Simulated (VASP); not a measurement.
# Hf (I4/mmm) in VASP: notebook

Hf is run at these levels: PBE; tasks: electric field gradients.

Everything below comes from runs of VASP 6.6.1. Logs are shortened: lines on timing, memory, paths and dates and some standing lists are left out, and cuts for length are marked.

## 1. The cell of the first run

The structure is tetragonal, space group I4/mmm (No. 139). The conventional cell has a = 3.574 Å, b = 3.574 Å, c = 3.610 Å, α = 90.00°, β = 90.00°, γ = 90.00°. Hf (site symmetry 4/mmm) has 14 Hf at 3.11 to 3.61 Å within 4.1 Å.

## 2. Electric field gradients, PBE (equal xx and yy strain of -1 %)

INCAR reads:

```
SYSTEM = Hf
  ALGO = Normal
  EDIFF = 1E-8
  ENCUT = 520
  GGA = PE
  ISIF = 2
  ISMEAR = -1
  LASPH = .True.
  LCHARG = .False.
  LEFG = .True.
  LREAL = .False.
  LWAVE = .False.
  NBANDS = 11
  NELM = 100
  PREC = Accurate
  SIGMA = 0.05
```

KPOINTS reads:

```
k-points
0
Gamma
  14 14 14
  0 0 0
```

POSCAR reads:

```
Hf
1.0
   -1.7869500000      1.7869500000      1.8050000000
    1.7869500000     -1.7869500000      1.8050000000
    1.7869500000      1.7869500000     -1.8050000000
Hf
1
Direct
    0.0000000000      0.0000000000      0.0000000000
```

Potentials or basis: VASP PAW PBE potentials, release 64 (Hf_pv).

Run with:

```
> cat potpaw_PBE.64/Hf_pv/POTCAR > POTCAR
> mpirun -np 1 vasp_std > vasp.out
```

OUTCAR:

```text
SYSTEM = Hf
   EDIFF = 1E-8
   ENCUT = 520
   GGA = PE
   ISIF = 2
   ISMEAR = -1
   LASPH = .True.
   LREAL = .False.
   NELM = 100
   PREC = Accurate

 ion  position               nearest neighbor table
   1  0.000  0.000  0.000-

  LATTYP: Found a body centered tetragonal cell.
 ALAT       =     3.5739000000
 C/A-ratio  =     1.0101010101

  Lattice vectors:

 A1 = (  -1.7869500000,   1.7869500000,   1.8050000000)
 A2 = (   1.7869500000,  -1.7869500000,   1.8050000000)
 A3 = (   1.7869500000,   1.7869500000,  -1.8050000000)

Analysis of symmetry for initial positions (statically):
=====================================================================
 Subroutine PRICEL returns:
 Original cell was already a primitive cell.

 Routine SETGRP: Setting up the symmetry group for a
 body centered tetragonal supercell.

 Subroutine GETGRP returns: Found 16 space group operations
 (whereof 16 operations were pure point group operations)
 out of a pool of 16 trial point group operations.

The static configuration has the point symmetry D_4h.

Analysis of symmetry for dynamics (positions and initial velocities):
=====================================================================
 Subroutine PRICEL returns:
 Original cell was already a primitive cell.

 Routine SETGRP: Setting up the symmetry group for a
 body centered tetragonal supercell.

 Subroutine GETGRP returns: Found 16 space group operations
 (whereof 16 operations were pure point group operations)
 out of a pool of 16 trial point group operations.

The dynamic configuration has the point symmetry D_4h.

 Subroutine INISYM returns: Found 16 space group operations
 (whereof 16 operations are pure point group operations),
 and found     1 'primitive' translations

----------------------------------------------------------------------------------------

                                     Primitive cell

  volume of cell :      23.0548

  direct lattice vectors                    reciprocal lattice vectors
    -1.786950000  1.786950000  1.805000000     0.000000000  0.279806374  0.277008310
     1.786950000 -1.786950000  1.805000000     0.279806374  0.000000000  0.277008310
     1.786950000  1.786950000 -1.805000000     0.279806374  0.279806374  0.000000000

  length of vectors
     3.105544333  3.105544333  3.105544333     0.393732410  0.393732410  0.395705969

  position of ions in fractional coordinates (direct lattice)
     0.000000000  0.000000000  0.000000000

  ion indices of the primitive-cell ions
   primitive index   ion index
                 1           1

----------------------------------------------------------------------------------------

 KPOINTS: k-points

Automatic generation of k-mesh.
 Grid dimensions read from file:
 generate k-points for:   14   14   14

 Generating k-lattice:

  Cartesian coordinates                     Fractional coordinates (reciprocal lattice)
     0.000000000  0.019986170  0.019786308     0.071428571  0.000000000  0.000000000
     0.019986170  0.000000000  0.019786308     0.000000000  0.071428571  0.000000000
     0.019986170  0.019986170  0.000000000     0.000000000  0.000000000  0.071428571

  Length of vectors
     0.028123744  0.028123744  0.028264712

  Shift w.r.t. Gamma in fractional coordinates (k-lattice)
     0.000000000  0.000000000  0.000000000

 Subroutine IBZKPT returns following result:
 ===========================================

 Found    244 irreducible k-points:

 Following reciprocal coordinates:
            Coordinates               Weight
  0.000000  0.000000  0.000000      1.000000
  0.071429  0.000000 -0.000000      8.000000
  0.142857  0.000000  0.000000      8.000000
  0.214286  0.000000  0.000000      8.000000
  0.285714  0.000000  0.000000      8.000000
  0.357143  0.000000 -0.000000      8.000000
[... 16 lines left out ...]
  0.214286  0.142857  0.000000     16.000000
  0.285714  0.142857  0.000000     16.000000
 [... further k-points ...]
   k-points           NKPTS =    244   k-points in BZ     NKDIM =    244   number of bands    NBANDS=     11
   number of dos      NEDOS =    301   number of ions     NIONS =      1
   total plane-waves  NPLWV =  13824
   dimension x,y,z NGX =    24 NGY =   24 NGZ =   24
   dimension x,y,z NGXF=    48 NGYF=   48 NGZF=   48
   ions per type =               1
   NGX,Y,Z   is equivalent  to a cutoff of  12.85, 12.85, 12.85 a.u.
   NGXF,Y,Z  is equivalent  to a cutoff of  25.70, 25.70, 25.70 a.u.
 SYSTEM =  Hf
   PREC   = accura    normal or accurate (medium, high low for compatibility)
   ISTART =      0    job   : 0-new  1-cont  2-samecut
   ICHARG =      2    charge: 1-file 2-atom 10-const
   ISPIN  =      1    spin polarized calculation?
   LNONCOLLINEAR =      F non collinear calculations
   LSORBIT =      F    spin-orbit coupling
   LASPH  =      T    aspherical Exc in radial PAW
   ENCUT  =  520.0 eV  38.22 Ry    6.18 a.u.   5.77  5.77  5.77*2*pi/ulx,y,z
   NELM   =    100;   NELMIN=  2; NELMDL= -5     # of ELM steps
   EDIFF  = 0.1E-07   stopping-criterion for ELM
   LREAL  =      F    real-space projection
   EDIFFG = 0.1E-06   stopping-criterion for IOM
   NSW    =      0    number of steps for IOM
   IBRION =     -1    ionic relax: 0-MD 1-quasi-New 2-CG
   NFREE  =      0    steps in history (QN), initial steepest desc. (CG)
   ISIF   =      2    stress and relaxation
   ISYM   =      2    0-nonsym 1-usesym 2-fastsym
   POTIM  = 0.5000    time-step for ionic-motion
   TEBEG  =    0.0;   TEEND  =   0.0 temperature during run
   PSTRESS=    0.0 pullay stress
   NELECT =      10.0000    total number of electrons
   NUPDOWN=      -1.0000    fix difference up-down
   EMIN   =  10.00;   EMAX   =-10.00  energy-range for DOS
   EFERMI =   0.00;   METHOD = LEGACY
   ISMEAR =    -1;   SIGMA  =   0.05  broadening in eV -4-tet -1-fermi 0-gaus
   EFERMI_NEDOS =   21; number of points for ismear=-14 and -15
   IALGO  =     38    algorithm
   IMIX   =      4    mixing-type and parameters
     AMIX     =   0.40;   BMIX     =  1.00
     AMIX_MAG =   1.60;   BMIX_MAG =  1.00
  volume/ion in A,a.u.               =      23.05       155.58
  Fermi-wavevector in a.u.,A,eV,Ry     =   1.239236  2.341817 20.894561  1.535707
  Thomas-Fermi vector in A             =   2.373728
   LORBIT       =      0    0 simple, 1 ext, 2 COOP (PROOUT), +10 PAW based schemes
   GGA     = PE    functional components
   LHFCALC =     F    Hartree Fock is set to
   AEXX    =    0.0000 exact exchange contribution
   IVDW    =     0    specifies the selected vdW correction
   LEPSILON=     F    determine dielectric tensor
   LRPA    =     F    only Hartree local field effects (RPA)
 non-spin polarized calculation
  energy-cutoff  :      520.00
  volume of cell :       23.05
 maximum number of plane-waves:       636
   NGX = 11   NGY = 11   NGZ = 11

 number of electron      10.0000002 magnetization

 Free energy of the ion-electron system (eV)
  ---------------------------------------------------
  ext. energy  EPLUGINS =         0.00000000
  ---------------------------------------------------
  free energy    TOTEN  =        -9.74212102 eV

  energy without entropy =       -9.72470389  energy(sigma->0) =       -9.73341246

 E-fermi :   4.3645     XC(G=0): -11.1480

 val. band max:        4.3580591359   @ k =   0.3571   0.2143  -0.0000
 cond. band min:       4.3675284586   @ k =   0.2857   0.2143   0.0000
 fundamental gap:      0.0094693227
 Fermi energy:         4.3644794442

 k-point     1 :       0.0000    0.0000    0.0000
  band No.  band energies     occupation
      1     -25.5786      2.00000
      2     -25.5786      2.00000
      3     -25.5782      2.00000
      4      -2.5635      2.00000
      5       5.8441      0.00000
      6       5.8441      0.00000
      7       5.9506      0.00000
      8       8.4976      0.00000
      9       8.6454      0.00000
     10      17.4138      0.00000
     11      17.5250      0.00000

 k-point     2 :       0.0714    0.0000   -0.0000
  band No.  band energies     occupation
      1     -25.6174      2.00000
      2     -25.5907      2.00000
      3     -25.5784      2.00000
      4      -2.3821      2.00000
      5       5.7633      0.00000
      6       5.7954      0.00000
      7       6.0835      0.00000
      8       8.3215      0.00000
      9       8.6169      0.00000
     10      17.5244      0.00000
     11      17.6485      0.00000

 k-point     3 :       0.1429    0.0000    0.0000
  band No.  band energies     occupation
      1     -25.7251      2.00000
      2     -25.6246      2.00000
      3     -25.5785      2.00000
      4      -1.8614      2.00000
      5       5.4411      0.00000
      6       5.5756      0.00000
      7       6.6036      0.00000
      8       8.0125      0.00000
      9       8.6151      0.00000
     10      17.5233      0.00000
     11      18.0091      0.00000

 k-point     4 :       0.2143    0.0000    0.0000
  band No.  band energies     occupation
      1     -25.8771      2.00000
      2     -25.6731      2.00000
      3     -25.5787      2.00000
      4      -1.0776      2.00000
      5       5.0183      0.00000
      6       5.1431      0.00000
      7       7.4531      0.00000
      8       7.9614      0.00000
      9       8.6712      0.00000
     10      17.5191      0.00000
     11      17.9093      0.00000
[... 239 lines left out ...]
 k-point    22 :       0.1429    0.1429    0.0000
  band No.  band energies     occupation
      1     -25.9400      2.00000
      2     -25.6816      2.00000
      3     -25.6106      2.00000
      4      -0.6269      2.00000
      5       4.7886      0.00041
      6       4.9223      0.00003
      7       7.6675      0.00000
      8       8.0548      0.00000
      9       8.9788      0.00000
     10      17.5061      0.00000
     11      17.9604      0.00000

 k-point    23 :       0.2143    0.1429    0.0000
  band No.  band energies     occupation
      1     -26.0655      2.00000
      2     -25.7427      2.00000
      3     -25.6198      2.00000
      4       0.2634      2.00000
      5       4.3431      1.21033
      6       4.6217      0.01160
      7       7.8059      0.00000
      8       9.0783      0.00000
      9       9.2477      0.00000
     10      16.5047      0.00000
     11      17.5325      0.00000

 k-point    24 :       0.2857    0.1429    0.0000
  band No.  band energies     occupation
      1     -26.1725      2.00000
      2     -25.8053      2.00000
      3     -25.6241      2.00000
      4       1.0654      2.00000
      5       4.0994      1.99008
      6       4.4466      0.32440
      7       8.0861      0.00000
      8       9.1673      0.00000
      9      10.5031      0.00000
     10      15.0969      0.00000
     11      17.0432      0.00000

 [... further k-points ...]

------------------------ aborting loop because EDIFF is reached ----------------------------------------

  FORCE on cell =-STRESS in cart. coord.  units (eV):
  Direction    XX          YY          ZZ          XY          YZ          ZX
  --------------------------------------------------------------------------------------
  -------------------------------------------------------------------------------------
  Total       -0.5382106     -0.5382106     -0.4466227      0.0000000     -0.0000000      0.0000000
  in kB      -37.4025152    -37.4025152    -31.0376881      0.0000000     -0.0000000      0.0000000
  external PRESSURE =     -35.2809062 kB  Pullay stress =       0.0000000 kB

 VOLUME and BASIS-vectors are now :
 -----------------------------------------------------------------------------
  energy-cutoff  :      520.00
  volume of cell :       23.05
      direct lattice vectors                 reciprocal lattice vectors
    -1.786950000  1.786950000  1.805000000     0.000000000  0.279806374  0.277008310
     1.786950000 -1.786950000  1.805000000     0.279806374  0.000000000  0.277008310
     1.786950000  1.786950000 -1.805000000     0.279806374  0.279806374  0.000000000

 POSITION                                       TOTAL-FORCE (eV/Angst)
 -----------------------------------------------------------------------------------
      0.00000      0.00000      0.00000        -0.000000     -0.000000      0.000000
 -----------------------------------------------------------------------------------
    total drift:                                0.000000      0.000000     -0.000000

  FREE ENERGIE OF THE ION-ELECTRON SYSTEM (eV)
  ---------------------------------------------------
  free  energy   TOTEN  =        -9.7421210197 eV

  energy  without entropy=       -9.7247038919  energy(sigma->0) =       -9.73341246

 Electric field gradients (V/A^2)
---------------------------------------------------------------------
 ion       V_xx      V_yy      V_zz      V_xy      V_xz      V_yz
---------------------------------------------------------------------
   1       0.040     0.040    -0.080    -0.000    -0.000    -0.000
---------------------------------------------------------------------

 Electric field gradients after diagonalization (V/A^2)
 (convention: |V_zz| > |V_xx| > |V_yy|)
----------------------------------------------------------------------
 ion       V_xx      V_yy      V_zz     asymmetry (V_yy - V_xx)/ V_zz
----------------------------------------------------------------------
   1       0.040     0.040    -0.080       0.008
----------------------------------------------------------------------

           NMR quadrupolar parameters

 Cq : quadrupolar parameter    Cq=e*Q*V_zz/h
 eta: asymmetry parameters     (V_yy - V_xx)/ V_zz
 Q  : nuclear electric quadrupole moment in mb (millibarn)
----------------------------------------------------------------------
 ion       Cq(MHz)       eta       Q (mb)
----------------------------------------------------------------------
   1      -0.000       0.008       1.000
----------------------------------------------------------------------
```

Wall time 65 s (1 thread of Intel Xeon Platinum 8259CL at 2.50GHz (Skylake/Cascade Lake), shared host); peak memory 0.18 GiB.

What came out:

| Item | Value |
| --- | --- |
| Free energy | -9.7421 eV |
| Pressure | -3.5 GPa |
| Band gap on the k mesh | zero (band 5 reaches 5.84 eV, above the bottom of band 6 at 3.65 eV) |

Stress tensor (GPa, compression positive):
```
-3.74  0.00  0.00
 0.00 -3.74  0.00
 0.00  0.00 -3.10
```

Levels at points of the mesh, in eV from the Fermi level:
| k point | band 2 | band 3 | band 4 | band 5 | band 6 | band 7 | band 8 | band 9 |
| --- | --- | --- | --- | --- | --- | --- | --- | --- |
| (0.00, 0.00, 0.00) | -29.94 | -29.94 | -6.93 | 1.48 | 1.48 | 1.59 | 4.13 | 4.28 |
| (0.50, 0.00, 0.00) | -30.18 | -29.94 | -3.28 | -0.40 | 0.95 | 3.97 | 4.97 | 7.34 |
| (0.50, 0.50, 0.00) | -30.19 | -29.95 | -3.26 | -0.51 | 1.01 | 4.12 | 5.04 | 7.37 |
| (0.50, 0.50, 0.50) | -30.46 | -30.46 | -2.45 | -2.42 | 6.54 | 6.57 | 6.57 | 6.85 |

Caveat: the cell differs from its parent crystal (equal xx and yy strain of -1 %); without QUAD_EFG the Cq values of the log hold for a quadrupole moment of 1 mb, not for the nuclei; spin-orbit coupling is left out, which moves the levels of the heavy elements.

## 3. Electric field gradients, PBE (zz strain of +3 %)

INCAR reads:

```
SYSTEM = Hf
ALGO = Normal
EDIFF = 1E-8
ENCUT = 520
GGA = PE
ISIF = 2
ISMEAR = -1
LASPH = .True.
LCHARG = .False.
LEFG = .True.
LREAL = .False.
LWAVE = .False.
NBANDS = 11
NELM = 100
PREC = Accurate
SIGMA = 0.05
```

KPOINTS is that of step 2.

POSCAR reads:

```
Hf
1.0
   -1.8050000000      1.8050000000      1.8591500000
    1.8050000000     -1.8050000000      1.8591500000
    1.8050000000      1.8050000000     -1.8591500000
Hf
1
Direct
    0.0000000000      0.0000000000      0.0000000000
```

Potentials or basis: VASP PAW PBE potentials, release 64 (Hf_pv).

Run with:

```
> cat potpaw_PBE.64/Hf_pv/POTCAR > POTCAR
> mpirun -np 1 vasp_std > vasp.out
```

OUTCAR:

```text
SYSTEM = Hf
   EDIFF = 1E-8
   ENCUT = 520
   GGA = PE
   ISIF = 2
   ISMEAR = -1
   LASPH = .True.
   LREAL = .False.
   NELM = 100
   PREC = Accurate

 ion  position               nearest neighbor table
   1  0.000  0.000  0.000-

  LATTYP: Found a body centered tetragonal cell.
 ALAT       =     3.6100000000
 C/A-ratio  =     1.0300000000

  Lattice vectors:

 A1 = (  -1.8050000000,   1.8050000000,   1.8591500000)
 A2 = (   1.8050000000,  -1.8050000000,   1.8591500000)
 A3 = (   1.8050000000,   1.8050000000,  -1.8591500000)

Analysis of symmetry for initial positions (statically):
[... 540 lines left out ...]
    total drift:                               -0.000000      0.000000      0.000000

  FREE ENERGIE OF THE ION-ELECTRON SYSTEM (eV)
  ---------------------------------------------------
  free  energy   TOTEN  =        -9.7030236911 eV

  energy  without entropy=       -9.6850008371  energy(sigma->0) =       -9.69401226

 Electric field gradients (V/A^2)
---------------------------------------------------------------------
 ion       V_xx      V_yy      V_zz      V_xy      V_xz      V_yz
---------------------------------------------------------------------
   1      -1.637    -1.637     3.275    -0.000     0.000     0.000
---------------------------------------------------------------------

 Electric field gradients after diagonalization (V/A^2)
 (convention: |V_zz| > |V_xx| > |V_yy|)
----------------------------------------------------------------------
 ion       V_xx      V_yy      V_zz     asymmetry (V_yy - V_xx)/ V_zz
----------------------------------------------------------------------
   1      -1.637    -1.637     3.275       0.000
----------------------------------------------------------------------

           NMR quadrupolar parameters

 Cq : quadrupolar parameter    Cq=e*Q*V_zz/h
 eta: asymmetry parameters     (V_yy - V_xx)/ V_zz
 Q  : nuclear electric quadrupole moment in mb (millibarn)
----------------------------------------------------------------------
 ion       Cq(MHz)       eta       Q (mb)
----------------------------------------------------------------------
   1       0.008       0.000       1.000
----------------------------------------------------------------------
```

stdout:

```text
POSCAR found type information on POSCAR Hf
 POSCAR found :  1 types and       1 ions
 scaLAPACK will be used
 LDA part: xc-table for (Slater+PW92), standard interpolation
 POSCAR, INCAR and KPOINTS ok, starting setup
 FFT: planning ... GRIDC
 FFT: planning ... GRID_SOFT
 FFT: planning ... GRID
 WAVECAR not read
 entering main loop
ion   1
```

It took 55 s on 1 thread of Intel Xeon Platinum 8259CL at 2.50GHz (Skylake/Cascade Lake), shared host; peak memory 0.18 GiB.

What came out:

- Free energy: -9.7030 eV
- Pressure: -7.6 GPa
- Band gap on the k mesh: zero (band 5 reaches 5.42 eV, above the bottom of band 6 at 3.37 eV)

Electric field gradients, principal values (V/Å²):
```tsv
atom	least	middle	greatest (by size)
1 Hf	-1.637	-1.637	3.275
```

Caveat: the cell differs from its parent crystal (zz strain of +3 %); without QUAD_EFG the Cq values of the log hold for a quadrupole moment of 1 mb, not for the nuclei; spin-orbit coupling is left out, which moves the levels of the heavy elements.
